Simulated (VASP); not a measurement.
# SrO (Fm-3m) in VASP: notebook

SrO is run at these levels: PBE; tasks: single point.

All numbers are computed with VASP 6.6.1; they aren't measurements. Logs are shortened: lines on timing, memory, paths and dates and some standing lists are left out, and cuts for length are marked.

## (1) The cell of the first run

Symmetry: Fm-3m, No. 225, cubic system. Conventional cell: a = 5.246 Å, b = 5.246 Å, c = 5.246 Å, α = 90.00°, β = 90.00°, γ = 90.00°. Within 3.5 Å of Sr (site symmetry m-3m) lie 6 O at 2.62 Å. Within 3.5 Å of O (site symmetry m-3m) lie 6 Sr at 2.62 Å.

## (2) Single point, PBE (volume scaled by 1.03)

Contents of INCAR:

```
SYSTEM = SrO
PREC     = Accurate       ! precision mode
ENCUT    = 520            ! plane-wave cutoff, eV
EDIFF    = 1E-7           ! SCF threshold, eV
ISMEAR   = 0              ! smearing method
SIGMA    = 0.02           ! smearing width, eV
LREAL    = .False.        ! projectors in reciprocal space
LASPH    = .True.         ! aspherical terms in the spheres
NELM     = 80             ! most SCF steps
ALGO     = Normal         ! electronic algorithm
ISIF     = 2              ! what is computed and relaxed
LWAVE    = .False.        ! write WAVECAR
LCHARG   = .False.        ! write CHGCAR
GGA      = PE             ! functional
NBANDS   = 15             ! bands
```

Contents of KPOINTS:

```
Automatic mesh
0
Gamma
  8 8 8
  0 0 0
```

Contents of POSCAR:

```
SrO
1.0
    0.0000000000      2.6230912879      2.6230912879
    2.6230912879      0.0000000000      2.6230912879
    2.6230912879      2.6230912879      0.0000000000
Sr O
1 1
Direct
    0.5000000000      0.5000000000      0.5000000000
    0.0000000000      0.0000000000      0.0000000000
```

Potentials or basis: VASP PAW PBE potentials, release 64 (Sr_sv, O).

Run with:

```sh
$ cat potpaw_PBE.64/Sr_sv/POTCAR potpaw_PBE.64/O/POTCAR > POTCAR
$ mpirun -np 1 vasp_std > vasp.out
```

OUTCAR:

```text
SYSTEM = SrO
   PREC = Accurate
   ENCUT = 520
   EDIFF = 1E-7
   ISMEAR = 0
   LREAL = .False.
   LASPH = .True.
   NELM = 80
   ISIF = 2
   GGA = PE

 ion  position               nearest neighbor table
   1  0.500  0.500  0.500-   2 2.62   2 2.62   2 2.62   2 2.62   2 2.62   2 2.62
   2  0.000  0.000  0.000-   1 2.62   1 2.62   1 2.62   1 2.62   1 2.62   1 2.62

  LATTYP: Found a face centered cubic cell.
 ALAT       =     5.2461825758

  Lattice vectors:

 A1 = (   0.0000000000,   2.6230912879,   2.6230912879)
 A2 = (   2.6230912879,   0.0000000000,   2.6230912879)
 A3 = (   2.6230912879,   2.6230912879,   0.0000000000)

Analysis of symmetry for initial positions (statically):
=====================================================================
 Subroutine PRICEL returns:
 Original cell was already a primitive cell.

 Routine SETGRP: Setting up the symmetry group for a
 face centered cubic supercell.

 Subroutine GETGRP returns: Found 48 space group operations
 (whereof 48 operations were pure point group operations)
 out of a pool of 48 trial point group operations.

The static configuration has the point symmetry O_h .

Analysis of symmetry for dynamics (positions and initial velocities):
=====================================================================
 Subroutine PRICEL returns:
 Original cell was already a primitive cell.

 Routine SETGRP: Setting up the symmetry group for a
 face centered cubic supercell.

 Subroutine GETGRP returns: Found 48 space group operations
 (whereof 48 operations were pure point group operations)
 out of a pool of 48 trial point group operations.

The dynamic configuration has the point symmetry O_h .

 Subroutine INISYM returns: Found 48 space group operations
 (whereof 48 operations are pure point group operations),
 and found     1 'primitive' translations

----------------------------------------------------------------------------------------

                                     Primitive cell

  volume of cell :      36.0969

  direct lattice vectors                    reciprocal lattice vectors
     0.000000000  2.623091288  2.623091288    -0.190614792  0.190614792  0.190614792
     2.623091288  0.000000000  2.623091288     0.190614792 -0.190614792  0.190614792
     2.623091288  2.623091288  0.000000000     0.190614792  0.190614792 -0.190614792

  length of vectors
     3.709611275  3.709611275  3.709611275     0.330154504  0.330154504  0.330154504

  position of ions in fractional coordinates (direct lattice)
     0.500000000  0.500000000  0.500000000
     0.000000000  0.000000000  0.000000000

  ion indices of the primitive-cell ions
   primitive index   ion index
                 1           1
                 2           2

----------------------------------------------------------------------------------------

 KPOINTS: Automatic mesh

Automatic generation of k-mesh.
 Grid dimensions read from file:
 generate k-points for:    8    8    8

 Generating k-lattice:

  Cartesian coordinates                     Fractional coordinates (reciprocal lattice)
    -0.023826849  0.023826849  0.023826849     0.125000000  0.000000000  0.000000000
     0.023826849 -0.023826849  0.023826849     0.000000000  0.125000000  0.000000000
     0.023826849  0.023826849 -0.023826849     0.000000000  0.000000000  0.125000000

  Length of vectors
     0.041269313  0.041269313  0.041269313

  Shift w.r.t. Gamma in fractional coordinates (k-lattice)
     0.000000000  0.000000000  0.000000000

 Subroutine IBZKPT returns following result:
 ===========================================

 Found     29 irreducible k-points:

 Following reciprocal coordinates:
            Coordinates               Weight
  0.000000  0.000000  0.000000      1.000000
  0.125000  0.000000  0.000000      8.000000
  0.250000  0.000000  0.000000      8.000000
  0.375000  0.000000  0.000000      8.000000
  0.500000  0.000000  0.000000      4.000000
  0.125000  0.125000  0.000000      6.000000
[... 16 lines left out ...]
  0.500000  0.250000  0.125000     48.000000
 -0.375000  0.250000  0.125000     24.000000
 [... further k-points ...]
   k-points           NKPTS =     29   k-points in BZ     NKDIM =     29   number of bands    NBANDS=     15
   number of dos      NEDOS =    301   number of ions     NIONS =      2
   total plane-waves  NPLWV =  21952
   dimension x,y,z NGX =    28 NGY =   28 NGZ =   28
   dimension x,y,z NGXF=    56 NGYF=   56 NGZF=   56
   ions per type =               1   1
   NGX,Y,Z   is equivalent  to a cutoff of  12.55, 12.55, 12.55 a.u.
   NGXF,Y,Z  is equivalent  to a cutoff of  25.10, 25.10, 25.10 a.u.
 SYSTEM =  SrO
   PREC   = accura    normal or accurate (medium, high low for compatibility)
   ISTART =      0    job   : 0-new  1-cont  2-samecut
   ICHARG =      2    charge: 1-file 2-atom 10-const
   ISPIN  =      1    spin polarized calculation?
   LNONCOLLINEAR =      F non collinear calculations
   LSORBIT =      F    spin-orbit coupling
   LASPH  =      T    aspherical Exc in radial PAW
   ENCUT  =  520.0 eV  38.22 Ry    6.18 a.u.   6.90  6.90  6.90*2*pi/ulx,y,z
   NELM   =     80;   NELMIN=  2; NELMDL= -5     # of ELM steps
   EDIFF  = 0.1E-06   stopping-criterion for ELM
   LREAL  =      F    real-space projection
   EDIFFG = 0.1E-05   stopping-criterion for IOM
   NSW    =      0    number of steps for IOM
   IBRION =     -1    ionic relax: 0-MD 1-quasi-New 2-CG
   NFREE  =      0    steps in history (QN), initial steepest desc. (CG)
   ISIF   =      2    stress and relaxation
   ISYM   =      2    0-nonsym 1-usesym 2-fastsym
   POTIM  = 0.5000    time-step for ionic-motion
   TEBEG  =    0.0;   TEEND  =   0.0 temperature during run
   PSTRESS=    0.0 pullay stress
   NELECT =      16.0000    total number of electrons
   NUPDOWN=      -1.0000    fix difference up-down
   EMIN   =  10.00;   EMAX   =-10.00  energy-range for DOS
   EFERMI =   0.00;   METHOD = LEGACY
   ISMEAR =     0;   SIGMA  =   0.02  broadening in eV -4-tet -1-fermi 0-gaus
   EFERMI_NEDOS =   21; number of points for ismear=-14 and -15
   IALGO  =     38    algorithm
   IMIX   =      4    mixing-type and parameters
     AMIX     =   0.40;   BMIX     =  1.00
     AMIX_MAG =   1.60;   BMIX_MAG =  1.00
  volume/ion in A,a.u.               =      18.05       121.80
  Fermi-wavevector in a.u.,A,eV,Ry     =   1.248221  2.358795 21.198628  1.558055
  Thomas-Fermi vector in A             =   2.382317
   LORBIT       =      0    0 simple, 1 ext, 2 COOP (PROOUT), +10 PAW based schemes
   GGA     = PE    functional components
   LHFCALC =     F    Hartree Fock is set to
   AEXX    =    0.0000 exact exchange contribution
   IVDW    =     0    specifies the selected vdW correction
   LEPSILON=     F    determine dielectric tensor
   LRPA    =     F    only Hartree local field effects (RPA)
 non-spin polarized calculation
 Gauss-broadening in eV      SIGMA  =   0.02
  energy-cutoff  :      520.00
  volume of cell :       36.10
 maximum number of plane-waves:       982
   NGX = 13   NGY = 13   NGZ = 13

 number of electron      16.0000004 magnetization

 Free energy of the ion-electron system (eV)
  ---------------------------------------------------
  ext. energy  EPLUGINS =         0.00000000
  ---------------------------------------------------
  free energy    TOTEN  =       -12.05062567 eV

  energy without entropy =      -12.05062567  energy(sigma->0) =      -12.05062567

 E-fermi :   1.5619     XC(G=0):  -9.7456

 val. band max:        1.3895335329   @ k =   0.0000   0.0000   0.0000
 cond. band min:       4.6802408844   @ k =   0.5000   0.5000   0.0000
 fundamental gap:      3.2907073515
 Fermi energy:         1.5619054250

 k-point     1 :       0.0000    0.0000    0.0000
  band No.  band energies     occupation
      1     -31.2187      2.00000
      2     -13.6248      2.00000
      3     -12.9126      2.00000
      4     -12.9126      2.00000
      5     -12.9126      2.00000
      6       1.3895      2.00000
      7       1.3895      2.00000
      8       1.3895      2.00000
      9       4.9571      0.00000
     10       7.4625      0.00000
     11       7.4625      0.00000
     12       7.4625      0.00000
     13       9.4977      0.00000
     14       9.4977      0.00000
     15      13.8024      0.00000

 k-point     2 :       0.1250    0.0000    0.0000
  band No.  band energies     occupation
      1     -31.2034      2.00000
      2     -14.0078      2.00000
      3     -12.9232      2.00000
      4     -12.9232      2.00000
      5     -12.5686      2.00000
      6       0.9518      2.00000
      7       1.2133      2.00000
      8       1.2133      2.00000
      9       5.6344      0.00000
     10       7.3162      0.00000
     11       7.7477      0.00000
     12       7.7477      0.00000
     13       9.8656      0.00000
     14       9.8656      0.00000
     15      14.7338      0.00000

 k-point     3 :       0.2500    0.0000    0.0000
  band No.  band energies     occupation
      1     -31.1664      2.00000
      2     -14.5424      2.00000
      3     -12.9486      2.00000
      4     -12.9486      2.00000
      5     -12.1284      2.00000
      6       0.1692      2.00000
      7       0.8304      2.00000
      8       0.8304      2.00000
      9       7.0479      0.00000
     10       7.3025      0.00000
     11       8.5187      0.00000
     12       8.5187      0.00000
     13      10.7917      0.00000
     14      10.7917      0.00000
     15      16.5431      0.00000
[... 343 lines left out ...]
 k-point    23 :       0.5000    0.2500    0.1250
  band No.  band energies     occupation
      1     -31.1097      2.00000
      2     -14.7157      2.00000
      3     -13.2117      2.00000
      4     -13.0565      2.00000
      5     -12.0814      2.00000
      6      -0.0839      2.00000
      7       0.5334      2.00000
      8       0.8736      2.00000
      9       6.8172      0.00000
     10       8.1967      0.00000
     11       9.8765      0.00000
     12      10.1224      0.00000
     13      11.9449      0.00000
     14      12.8407      0.00000
     15      14.9695      0.00000

 k-point    24 :      -0.3750    0.2500    0.1250
  band No.  band energies     occupation
      1     -31.0973      2.00000
      2     -14.7759      2.00000
      3     -13.2312      2.00000
      4     -13.0992      2.00000
      5     -12.0518      2.00000
      6      -0.1156      2.00000
      7       0.5820      2.00000
      8       0.6324      2.00000
      9       7.5356      0.00000
     10       7.8796      0.00000
     11      10.2039      0.00000
     12      10.5043      0.00000
     13      12.4329      0.00000
     14      13.6954      0.00000
     15      14.0065      0.00000

 [... further k-points ...]
[... 5 lines left out ...]
  --------------------------------------------------------------------------------------
  -------------------------------------------------------------------------------------
  Total       -0.4253422     -0.4253422     -0.4253422      0.0000000     -0.0000000      0.0000000
  in kB      -18.8789923    -18.8789923    -18.8789923      0.0000000     -0.0000000      0.0000000
  external PRESSURE =     -18.8789923 kB  Pullay stress =       0.0000000 kB

 VOLUME and BASIS-vectors are now :
 -----------------------------------------------------------------------------
  energy-cutoff  :      520.00
  volume of cell :       36.10
      direct lattice vectors                 reciprocal lattice vectors
     0.000000000  2.623091288  2.623091288    -0.190614792  0.190614792  0.190614792
     2.623091288  0.000000000  2.623091288     0.190614792 -0.190614792  0.190614792
     2.623091288  2.623091288  0.000000000     0.190614792  0.190614792 -0.190614792

 POSITION                                       TOTAL-FORCE (eV/Angst)
 -----------------------------------------------------------------------------------
      2.62309      2.62309      2.62309        -0.000000      0.000000     -0.000000
      0.00000      0.00000      0.00000         0.000000     -0.000000      0.000000
 -----------------------------------------------------------------------------------
    total drift:                                0.000000      0.000000      0.000000

  FREE ENERGIE OF THE ION-ELECTRON SYSTEM (eV)
  ---------------------------------------------------
  free  energy   TOTEN  =       -12.0506256729 eV

  energy  without entropy=      -12.0506256729  energy(sigma->0) =      -12.05062567
```

It took 29 s on 1 thread of Intel Xeon Platinum 8375C at 2.90GHz (Ice Lake), shared host; peak memory 0.16 GiB.

What came out:

| Property | Result |
| --- | --- |
| Free energy | -12.0506 eV |
| Pressure | -1.9 GPa |
| Band gap on the k mesh | 3.29 eV, indirect (least direct gap 3.41 eV) |

Levels at points of the mesh, in eV from the valence-band top:
```csv
k point,band 6,band 7,band 8,band 9,band 10,band 11
"(0.00, 0.00, 0.00)",0.00,0.00,0.00,3.57,6.07,6.07
"(0.50, 0.00, 0.00)",-2.06,-1.03,-1.03,6.29,7.98,8.50
"(0.50, 0.50, 0.00)",-0.52,-0.12,-0.12,3.29,7.36,9.78
```

## (3) Single point, PBE (volume scaled by 1.06)

Contents of INCAR:

```
ALGO = Normal
EDIFF = 1E-7
ENCUT = 520
GGA = PE
ISIF = 2
ISMEAR = 0
LASPH = T
LCHARG = F
LREAL = F
LWAVE = F
NBANDS = 15
NELM = 60
PREC = Accurate
SIGMA = 0.02
```

Contents of KPOINTS:

```
k-points
0
Gamma
  8 8 8
```

Contents of POSCAR:

```
SrO
1.0
    0.0000000000      2.6483148669      2.6483148669
    2.6483148669      0.0000000000      2.6483148669
    2.6483148669      2.6483148669      0.0000000000
Sr O
1 1
Direct
    0.5000000000      0.5000000000      0.5000000000
    0.0000000000      0.0000000000      0.0000000000
```

Potentials or basis: VASP PAW PBE potentials, release 64 (Sr_sv, O).

Run with:

```sh
$ cat potpaw_PBE.64/Sr_sv/POTCAR potpaw_PBE.64/O/POTCAR > POTCAR
$ mpirun -np 1 vasp_std > vasp.out
```

Run time: 26 s. Hardware: 1 thread of Intel Xeon Platinum 8375C at 2.90GHz (Ice Lake), shared host; peak memory 0.16 GiB.

Results (log left out):

| Item | Value |
| --- | --- |
| Free energy | -12.0320 eV |
| Pressure | -3.9 GPa |
| Band gap on the k mesh | 3.30 eV, indirect (least direct gap 3.38 eV) |

Levels at points of the mesh, in eV from the valence-band top:
```tsv
k point	band 6	band 7	band 8	band 9	band 10	band 11
(0.00, 0.00, 0.00)	0.00	0.00	0.00	3.38	6.00	6.00
(0.50, 0.00, 0.00)	-2.01	-0.98	-0.98	6.17	7.76	8.34
(0.50, 0.50, 0.00)	-0.56	-0.14	-0.14	3.30	7.15	9.59
```

 A k mesh can miss the band edges.

## (4) Single point, PBE (volume scaled by 1.10)

Contents of INCAR:

```
SYSTEM = SrO
PREC = Accurate
ENCUT = 520
EDIFF = 1E-6
ISMEAR = 0
SIGMA = 0.02
LREAL = .False.
LASPH = .True.
NELM = 60
ALGO = Normal
ISIF = 2
LWAVE = .False.
LCHARG = .False.
GGA = PE
NBANDS = 15
```

Contents of KPOINTS:

```
Automatic mesh
0
Gamma
  8 8 8
  0 0 0
```

Contents of POSCAR:

```
SrO
1.0
    0.0000000000      2.6812165524      2.6812165524
    2.6812165524      0.0000000000      2.6812165524
    2.6812165524      2.6812165524      0.0000000000
Sr O
1 1
Direct
    0.5000000000      0.5000000000      0.5000000000
    0.0000000000      0.0000000000      0.0000000000
```

Potentials or basis: VASP PAW PBE potentials, release 64 (Sr_sv, O).

Run with:

```sh
$ cat potpaw_PBE.64/Sr_sv/POTCAR potpaw_PBE.64/O/POTCAR > POTCAR
$ mpirun -np 1 vasp_std > vasp.out
```

OUTCAR:

```text
SYSTEM = SrO
   PREC = Accurate
   ENCUT = 520
   EDIFF = 1E-6
   ISMEAR = 0
   LREAL = .False.
   LASPH = .True.
   NELM = 60
   ISIF = 2
   GGA = PE

 ion  position               nearest neighbor table
   1  0.500  0.500  0.500-   2 2.68   2 2.68   2 2.68   2 2.68   2 2.68   2 2.68
   2  0.000  0.000  0.000-   1 2.68   1 2.68   1 2.68   1 2.68   1 2.68   1 2.68

  LATTYP: Found a face centered cubic cell.
 ALAT       =     5.3624331048

  Lattice vectors:

 A1 = (   0.0000000000,   2.6812165524,   2.6812165524)
 A2 = (   2.6812165524,   0.0000000000,   2.6812165524)
 A3 = (   2.6812165524,   2.6812165524,   0.0000000000)
[... 609 lines left out ...]
     12       9.8230      0.00000
     13      11.5837      0.00000
     14      12.7675      0.00000
     15      12.9561      0.00000

 [... further k-points ...]
[... 5 lines left out ...]
  --------------------------------------------------------------------------------------
  -------------------------------------------------------------------------------------
  Total       -1.4870800     -1.4870800     -1.4870800     -0.0000000      0.0000000     -0.0000000
  in kB      -61.8043771    -61.8043771    -61.8043771     -0.0000000      0.0000000     -0.0000000
  external PRESSURE =     -61.8043771 kB  Pullay stress =       0.0000000 kB

 VOLUME and BASIS-vectors are now :
 -----------------------------------------------------------------------------
  energy-cutoff  :      520.00
  volume of cell :       38.55
      direct lattice vectors                 reciprocal lattice vectors
     0.000000000  2.681216552  2.681216552    -0.186482513  0.186482513  0.186482513
     2.681216552  0.000000000  2.681216552     0.186482513 -0.186482513  0.186482513
     2.681216552  2.681216552  0.000000000     0.186482513  0.186482513 -0.186482513

 POSITION                                       TOTAL-FORCE (eV/Angst)
 -----------------------------------------------------------------------------------
      2.68122      2.68122      2.68122        -0.000000     -0.000000     -0.000000
      0.00000      0.00000      0.00000         0.000000      0.000000      0.000000
 -----------------------------------------------------------------------------------
    total drift:                                0.000000      0.000000      0.000000

  FREE ENERGIE OF THE ION-ELECTRON SYSTEM (eV)
  ---------------------------------------------------
  free  energy   TOTEN  =       -11.9882899419 eV

  energy  without entropy=      -11.9882899419  energy(sigma->0) =      -11.98828994
```

stdout:

```text
POSCAR found type information on POSCAR SrO
 POSCAR found :  2 types and       2 ions
 scaLAPACK will be used
 LDA part: xc-table for (Slater+PW92), standard interpolation
 POSCAR, INCAR and KPOINTS ok, starting setup
 FFT: planning ... GRIDC
 FFT: planning ... GRID_SOFT
 FFT: planning ... GRID
 WAVECAR not read
 entering main loop
```

Run time: 25 s. Hardware: 1 thread of Intel Xeon Platinum 8375C at 2.90GHz (Ice Lake), shared host; peak memory 0.16 GiB.

What came out:

* Free energy: -11.9883 eV
* Pressure: -6.2 GPa
* Band gap on the k mesh: 3.15 eV, direct

 A k mesh can miss the band edges.

## (5) Overview

| cell | gap on the mesh (eV) | pressure (GPa) |
| --- | --- | --- |
| a = 3.710 Å, angles 60.0°, 2 atoms | 3.29 | -1.9 |
| a = 3.745 Å, angles 60.0°, 2 atoms | 3.30 | -3.9 |
| a = 3.792 Å, angles 60.0°, 2 atoms | 3.15 | -6.2 |

Alike in all rows: task single point; level PBE; potentials or basis VASP PAW PBE potentials, release 64 (Sr_sv, O); no spin polarisation; k mesh 8 × 8 × 8; cutoff (eV) 520; smearing gaussian 0.02 eV.

Absolute energies hang on the potentials; compare differences alone.
